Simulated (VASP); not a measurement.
# WSe2 (P6_3/mmc) in VASP: further runs

The runs below take WSe2 through single point, with r2SCAN.

All numbers are computed with VASP 6.6.1; they aren't measurements. Logs are shortened: lines on timing, memory, paths and dates and some standing lists are left out, and cuts for length are marked.

**1. The cell of the first run**

The structure is hexagonal, space group P6_3/mmc (No. 194). Conventional cell: a = 3.267 Å, b = 3.267 Å, c = 12.622 Å, α = 90.00°, β = 90.00°, γ = 120.00°. W (site symmetry -6m2) has 6 Se at 2.52 Å and 6 W at 3.27 Å within 3.3 Å. Se (site symmetry 3m) has 3 W at 2.52 Å and 10 Se at 3.27 to 3.52 Å within 3.6 Å.

**2. Single point, r2SCAN**

POSCAR

```
WSe2
1.0
    3.2666887380      0.0000000000      0.0000000000
   -1.6333443690      2.8290354334      0.0000000000
    0.0000000000      0.0000000000     12.6216892972
W Se
2 4
Direct
    0.3333333333      0.6666666667      0.2500000000
    0.6666666667      0.3333333333      0.7500000000
    0.3333333333      0.6666666667      0.6179186994
    0.6666666667      0.3333333333      0.1179186994
    0.3333333333      0.6666666667      0.8820813006
    0.6666666667      0.3333333333      0.3820813006
```

INCAR.step1

```
SYSTEM = WSe2
ALGO     = Normal         ! electronic algorithm
EDIFF    = 1E-4           ! SCF threshold, eV
ENCUT    = 520            ! plane-wave cutoff, eV
GGA      = PE             ! functional
ISMEAR   = 0              ! smearing method
LASPH    = .True.         ! aspherical terms in the spheres
LCHARG   = .False.        ! write CHGCAR
LREAL    = .False.        ! projectors in reciprocal space
LWAVE    = .True.         ! write WAVECAR
NBANDS   = 35             ! bands
NELM     = 80             ! most SCF steps
PREC     = Accurate       ! precision mode
SIGMA    = 0.01           ! smearing width, eV
```

INCAR.step2

```
SYSTEM = WSe2
ALGO     = Normal         ! electronic algorithm
EDIFF    = 1E-6           ! SCF threshold, eV
ENCUT    = 520            ! plane-wave cutoff, eV
ISIF     = 2              ! what is computed and relaxed
ISMEAR   = 0              ! smearing method
ISTART   = 1            
LASPH    = .True.         ! aspherical terms in the spheres
LCHARG   = .True.         ! write CHGCAR
LELF     = .True.         ! ELF
LMIXTAU  = .True.       
LREAL    = .False.        ! projectors in reciprocal space
LVHAR    = .True.       
LWAVE    = .False.        ! write WAVECAR
METAGGA  = R2SCAN         ! meta-GGA
NBANDS   = 35             ! bands
NELM     = 80             ! most SCF steps
PREC     = Accurate       ! precision mode
SIGMA    = 0.01           ! smearing width, eV
```

KPOINTS

```
k-points
0
Gamma
  6 6 2
  0 0 0
```

Potentials or basis: VASP PAW PBE potentials, release 64 (W_sv, Se).

Command:

```sh
$ cat potpaw_PBE.64/W_sv/POTCAR potpaw_PBE.64/Se/POTCAR > POTCAR
$ cp INCAR.step1 INCAR
$ mpirun -np 1 vasp_std > vasp.out
$ cp INCAR.step2 INCAR
$ mpirun -np 1 vasp_std > vasp.out
```

OUTCAR:

```text
SYSTEM = WSe2
   EDIFF = 1E-6
   ENCUT = 520
   ISIF = 2
   ISMEAR = 0
   ISTART = 1
   LASPH = .True.
   LREAL = .False.
   METAGGA = R2SCAN
   NELM = 80
   PREC = Accurate

 ion  position               nearest neighbor table
   1  0.333  0.667  0.250-   4 2.52   6 2.52   4 2.52   6 2.52   4 2.52   6 2.52
   2  0.667  0.333  0.750-   3 2.52   5 2.52   3 2.52   5 2.52   3 2.52   5 2.52
   3  0.333  0.667  0.618-   2 2.52   2 2.52   2 2.52
   4  0.667  0.333  0.118-   1 2.52   1 2.52   1 2.52
   5  0.333  0.667  0.882-   2 2.52   2 2.52   2 2.52
   6  0.667  0.333  0.382-   1 2.52   1 2.52   1 2.52

  LATTYP: Found a hexagonal cell.
 ALAT       =     3.2666887380
 C/A-ratio  =     3.8637563323

  Lattice vectors:

 A1 = (   3.2666887380,   0.0000000000,   0.0000000000)
 A2 = (  -1.6333443690,   2.8290354334,   0.0000000000)
 A3 = (   0.0000000000,   0.0000000000,  12.6216892972)

Analysis of symmetry for initial positions (statically):
=====================================================================
 Subroutine PRICEL returns:
 Original cell was already a primitive cell.

 Routine SETGRP: Setting up the symmetry group for a
 hexagonal supercell.

 Subroutine GETGRP returns: Found 24 space group operations
 (whereof 12 operations were pure point group operations)
 out of a pool of 24 trial point group operations.

The static configuration has the point symmetry D_3d.
 The point group associated with its full space group is D_6h.

Analysis of symmetry for dynamics (positions and initial velocities):
=====================================================================
 Subroutine PRICEL returns:
 Original cell was already a primitive cell.

 Routine SETGRP: Setting up the symmetry group for a
 hexagonal supercell.

 Subroutine GETGRP returns: Found 24 space group operations
 (whereof 12 operations were pure point group operations)
 out of a pool of 24 trial point group operations.

The dynamic configuration has the point symmetry D_3d.
 The point group associated with its full space group is D_6h.

 Subroutine INISYM returns: Found 24 space group operations
 (whereof 12 operations are pure point group operations),
 and found     1 'primitive' translations

----------------------------------------------------------------------------------------

                                     Primitive cell

  volume of cell :     116.6443

  direct lattice vectors                    reciprocal lattice vectors
     3.266688738  0.000000000  0.000000000     0.306120381  0.176738684  0.000000000
    -1.633344369  2.829035433  0.000000000     0.000000000  0.353477368  0.000000000
     0.000000000  0.000000000 12.621689297     0.000000000  0.000000000  0.079228697

  length of vectors
     3.266688738  3.266688738 12.621689297     0.353477368  0.353477368  0.079228697

  position of ions in fractional coordinates (direct lattice)
     0.333333333  0.666666667  0.250000000
     0.666666667  0.333333333  0.750000000
     0.333333333  0.666666667  0.617918699
     0.666666667  0.333333333  0.117918699
     0.333333333  0.666666667  0.882081301
     0.666666667  0.333333333  0.382081301

  ion indices of the primitive-cell ions
   primitive index   ion index
                 1           1
                 2           2
                 3           3
                 4           4
                 5           5
                 6           6

----------------------------------------------------------------------------------------

 KPOINTS: k-points

Automatic generation of k-mesh.
 Grid dimensions read from file:
 generate k-points for:    6    6    2

 Generating k-lattice:

  Cartesian coordinates                     Fractional coordinates (reciprocal lattice)
     0.051020063  0.029456447  0.000000000     0.166666667  0.000000000  0.000000000
     0.000000000  0.058912895  0.000000000     0.000000000  0.166666667  0.000000000
     0.000000000  0.000000000  0.039614349     0.000000000  0.000000000  0.500000000

  Length of vectors
     0.058912895  0.058912895  0.039614349

  Shift w.r.t. Gamma in fractional coordinates (k-lattice)
     0.000000000  0.000000000  0.000000000

 Subroutine IBZKPT returns following result:
 ===========================================

 Found     14 irreducible k-points:

 Following reciprocal coordinates:
            Coordinates               Weight
  0.000000  0.000000  0.000000      1.000000
  0.166667 -0.000000  0.000000      6.000000
  0.333333 -0.000000  0.000000      6.000000
  0.500000  0.000000  0.000000      3.000000
  0.166667  0.166667  0.000000      6.000000
  0.333333  0.166667  0.000000     12.000000
  0.333333  0.333333  0.000000      2.000000
  0.000000  0.000000  0.500000      1.000000
  0.166667 -0.000000  0.500000      6.000000
  0.333333 -0.000000  0.500000      6.000000
  0.500000  0.000000  0.500000      3.000000
  0.166667  0.166667  0.500000      6.000000
  0.333333  0.166667  0.500000     12.000000
  0.333333  0.333333  0.500000      2.000000
   k-points           NKPTS =     14   k-points in BZ     NKDIM =     14   number of bands    NBANDS=     35
   number of dos      NEDOS =    301   number of ions     NIONS =      6
   total plane-waves  NPLWV =  55296
   dimension x,y,z NGX =    24 NGY =   24 NGZ =   96
   dimension x,y,z NGXF=    48 NGYF=   48 NGZF=  192
   ions per type =               2   4
   NGX,Y,Z   is equivalent  to a cutoff of  12.21, 12.21, 12.64 a.u.
   NGXF,Y,Z  is equivalent  to a cutoff of  24.43, 24.43, 25.29 a.u.
 SYSTEM =  WSe2
   PREC   = accura    normal or accurate (medium, high low for compatibility)
   ISTART =      1    job   : 0-new  1-cont  2-samecut
   ICHARG =      0    charge: 1-file 2-atom 10-const
   ISPIN  =      1    spin polarized calculation?
   LNONCOLLINEAR =      F non collinear calculations
   LSORBIT =      F    spin-orbit coupling
   LASPH  =      T    aspherical Exc in radial PAW
   ENCUT  =  520.0 eV  38.22 Ry    6.18 a.u.   6.07  6.07 23.47*2*pi/ulx,y,z
   NELM   =     80;   NELMIN=  2; NELMDL=  0     # of ELM steps
   EDIFF  = 0.1E-05   stopping-criterion for ELM
   LREAL  =      F    real-space projection
   EDIFFG = 0.1E-04   stopping-criterion for IOM
   NSW    =      0    number of steps for IOM
   IBRION =     -1    ionic relax: 0-MD 1-quasi-New 2-CG
   NFREE  =      0    steps in history (QN), initial steepest desc. (CG)
   ISIF   =      2    stress and relaxation
   ISYM   =      2    0-nonsym 1-usesym 2-fastsym
   POTIM  = 0.5000    time-step for ionic-motion
   TEBEG  =    0.0;   TEEND  =   0.0 temperature during run
   PSTRESS=    0.0 pullay stress
   NELECT =      52.0000    total number of electrons
   NUPDOWN=      -1.0000    fix difference up-down
   EMIN   =  10.00;   EMAX   =-10.00  energy-range for DOS
   EFERMI =   0.00;   METHOD = LEGACY
   ISMEAR =     0;   SIGMA  =   0.01  broadening in eV -4-tet -1-fermi 0-gaus
   EFERMI_NEDOS =   21; number of points for ismear=-14 and -15
   IALGO  =     38    algorithm
   IMIX   =      4    mixing-type and parameters
     AMIX     =   0.40;   BMIX     =  1.00
     AMIX_MAG =   1.60;   BMIX_MAG =  1.00
  volume/ion in A,a.u.               =      19.44       131.19
  Fermi-wavevector in a.u.,A,eV,Ry     =   1.250609  2.363308 21.279809  1.564022
  Thomas-Fermi vector in A             =   2.384595
   LORBIT       =      0    0 simple, 1 ext, 2 COOP (PROOUT), +10 PAW based schemes
   METAGGA = R2SCAN    functional components
   LHFCALC =     F    Hartree Fock is set to
   AEXX    =    0.0000 exact exchange contribution
   IVDW    =     0    specifies the selected vdW correction
   LEPSILON=     F    determine dielectric tensor
   LRPA    =     F    only Hartree local field effects (RPA)
 non-spin polarized calculation
 Gauss-broadening in eV      SIGMA  =   0.01
  energy-cutoff  :      520.00
  volume of cell :      116.64
 maximum number of plane-waves:      3204
   NGX = 13   NGY = 13   NGZ = 47

 number of electron      51.9999998 magnetization

 Free energy of the ion-electron system (eV)
  ---------------------------------------------------
  ext. energy  EPLUGINS =         0.00000000
  ---------------------------------------------------
  free energy    TOTEN  =      -163.41599934 eV

  energy without entropy =     -163.41599934  energy(sigma->0) =     -163.41599934

 E-fermi :   6.9124     XC(G=0): -11.6736

 val. band max:        6.6742848099   @ k =   0.0000   0.0000   0.0000
 cond. band min:       7.6371845462   @ k =   0.1667   0.1667   0.0000
 fundamental gap:      0.9628997363
 Fermi energy:         6.9123662381

 k-point     1 :       0.0000    0.0000    0.0000
  band No.  band energies     occupation
      1     -69.6955      2.00000
      2     -69.6955      2.00000
      3     -33.3168      2.00000
      4     -33.3168      2.00000
      5     -33.1654      2.00000
      6     -33.1654      2.00000
[... 27 lines left out ...]
     34       9.7318      0.00000
     35      11.8193      0.00000

 k-point     2 :       0.1667   -0.0000    0.0000
  band No.  band energies     occupation
      1     -69.6922      2.00000
      2     -69.6922      2.00000
      3     -33.3032      2.00000
      4     -33.3032      2.00000
      5     -33.2343      2.00000
      6     -33.2343      2.00000
[... 27 lines left out ...]
     34      10.1761      0.00000
     35      13.3784      0.00000

 k-point     3 :       0.3333   -0.0000    0.0000
  band No.  band energies     occupation
      1     -69.6855      2.00000
      2     -69.6855      2.00000
      3     -33.3697      2.00000
      4     -33.3697      2.00000
      5     -33.2760      2.00000
      6     -33.2760      2.00000
[... 27 lines left out ...]
     34      11.0501      0.00000
     35      12.4103      0.00000
[... 343 lines left out ...]
 k-point    13 :       0.3333    0.1667    0.5000
  band No.  band energies     occupation
      1     -69.6822      2.00000
      2     -69.6822      2.00000
      3     -33.4023      2.00000
      4     -33.4023      2.00000
      5     -33.2643      2.00000
      6     -33.2643      2.00000
[... 27 lines left out ...]
     34      11.0320      0.00000
     35      12.6001      0.00000

 k-point    14 :       0.3333    0.3333    0.5000
  band No.  band energies     occupation
      1     -69.6805      2.00000
      2     -69.6805      2.00000
      3     -33.3683      2.00000
      4     -33.3683      2.00000
      5     -33.3404      2.00000
      6     -33.3404      2.00000
[... 27 lines left out ...]
     34      11.3303      0.00000
     35      13.3403      0.00000

------------------------ aborting loop because EDIFF is reached ----------------------------------------

  FORCE on cell =-STRESS in cart. coord.  units (eV):
  Direction    XX          YY          ZZ          XY          YZ          ZX
  --------------------------------------------------------------------------------------
  -------------------------------------------------------------------------------------
  Total        3.9002047      3.9002047      3.9500135      0.0000000      0.0000000      0.0000000
  in kB       53.5715675     53.5715675     54.2557203      0.0000000      0.0000000      0.0000000
  external PRESSURE =      53.7996184 kB  Pullay stress =       0.0000000 kB

 VOLUME and BASIS-vectors are now :
 -----------------------------------------------------------------------------
  energy-cutoff  :      520.00
  volume of cell :      116.64
      direct lattice vectors                 reciprocal lattice vectors
     3.266688738  0.000000000  0.000000000     0.306120381  0.176738684  0.000000000
    -1.633344369  2.829035433  0.000000000     0.000000000  0.353477368  0.000000000
     0.000000000  0.000000000 12.621689297     0.000000000  0.000000000  0.079228697

 POSITION                                       TOTAL-FORCE (eV/Angst)
 -----------------------------------------------------------------------------------
     -0.00000      1.88602      3.15542        -0.000000      0.000000      0.000000
      1.63334      0.94301      9.46627         0.000000     -0.000000      0.000000
     -0.00000      1.88602      7.79918         0.000000      0.000000     -0.049446
      1.63334      0.94301      1.48833        -0.000000     -0.000000     -0.049446
     -0.00000      1.88602     11.13336         0.000000     -0.000000      0.049446
      1.63334      0.94301      4.82251        -0.000000     -0.000000      0.049446
 -----------------------------------------------------------------------------------
    total drift:                               -0.000000      0.000000     -0.000000

  FREE ENERGIE OF THE ION-ELECTRON SYSTEM (eV)
  ---------------------------------------------------
  free  energy   TOTEN  =      -163.4159993417 eV

  energy  without entropy=     -163.4159993417  energy(sigma->0) =     -163.41599934
```

Run time: 2.6 min. Hardware: 1 thread of AMD EPYC 9R45 (Zen 5), shared host; peak memory 0.22 GiB.

Results:

* Free energy: -163.4160 eV
* Pressure: 5.4 GPa
* Largest force: 0.049 eV/Å
* Band gap on the k mesh: 0.96 eV (least direct gap 1.68 eV)

Forces in eV/Å, atoms in the order of the input:
```
W    0.000  0.000  0.000
W    0.000  0.000  0.000
Se   0.000  0.000 -0.049
Se   0.000  0.000 -0.049
Se   0.000  0.000  0.049
Se   0.000  0.000  0.049
```

Caveat: the cell stands under pressure; the PAW data sets were made with another functional, which shifts forces and pressure a little; spin-orbit coupling is left out, which moves the levels of the heavy elements. A k mesh can miss the band edges.

**3. Single point, r2SCAN**

POSCAR

```
WSe2
1.0
    3.2666879868      0.0000000000      0.0000000000
   -1.6333439934      2.8290347828      0.0000000000
    0.0000000000      0.0000000000     12.6216347756
W Se
2 4
Direct
    0.3333333333      0.6666666667      0.2500000000
    0.6666666667      0.3333333333      0.7500000000
    0.3333333333      0.6666666667      0.6179183227
    0.6666666667      0.3333333333      0.1179183227
    0.3333333333      0.6666666667      0.8820816773
    0.6666666667      0.3333333333      0.3820816773
```

INCAR.step1

```
  PREC = Accurate
  ENCUT = 520
  ISMEAR = 0
  SIGMA = 0.01
  LREAL = F
  LASPH = T
  NELM = 60
  NBANDS = 35
  GGA = PE
  ALGO = Normal
  EDIFF = 1E-4
  LWAVE = T
  LCHARG = F
```

INCAR.step2

```
  PREC = Accurate
  ENCUT = 520
  EDIFF = 1E-7
  ISMEAR = 0
  SIGMA = 0.01
  LREAL = F
  LASPH = T
  NELM = 60
  ALGO = Normal
  ISIF = 2
  LWAVE = F
  LCHARG = F
  METAGGA = R2SCAN
  LMIXTAU = T
  NBANDS = 35
  ISTART = 1
```

KPOINTS

```
regular mesh
0
Gamma
  6 6 2
```

Potentials or basis: VASP PAW PBE potentials, release 64 (W_sv, Se).

Command:

```sh
$ cat potpaw_PBE.64/W_sv/POTCAR potpaw_PBE.64/Se/POTCAR > POTCAR
$ cp INCAR.step1 INCAR
$ mpirun -np 1 vasp_std > vasp.out
$ cp INCAR.step2 INCAR
$ mpirun -np 1 vasp_std > vasp.out
```

Run time: 2.8 min. Hardware: 1 thread of AMD EPYC 9R45 (Zen 5), shared host; peak memory 0.23 GiB.

The run converged. Its results:

- Free energy: -163.4160 eV
- Pressure: 5.4 GPa
- Largest force: 0.050 eV/Å
- Band gap on the k mesh: 0.96 eV (least direct gap 1.68 eV)

Forces in eV/Å, atoms in the order of the input:
```
W    0.000  0.000  0.000
W    0.000  0.000  0.000
Se   0.000  0.000 -0.050
Se   0.000  0.000 -0.050
Se   0.000  0.000  0.050
Se   0.000  0.000  0.050
```

Levels at points of the mesh, in eV from the valence-band top:
```
           k point  band 24  band 25  band 26  band 27  band 28  band 29
(0.00, 0.00, 0.00)    -1.30    -1.05     0.00     2.71     2.71     2.76
(0.50, 0.00, 0.00)    -1.65    -1.47    -1.31     2.21     2.27     2.38
(0.00, 0.00, 0.50)    -1.76    -0.23    -0.23     2.71     2.71     2.71
(0.50, 0.00, 0.50)    -1.55    -1.48    -1.48     2.23     2.23     2.62
```

Caveat: the cell stands under pressure; the PAW data sets were made with another functional, which shifts forces and pressure a little; spin-orbit coupling is left out, which moves the levels of the heavy elements.
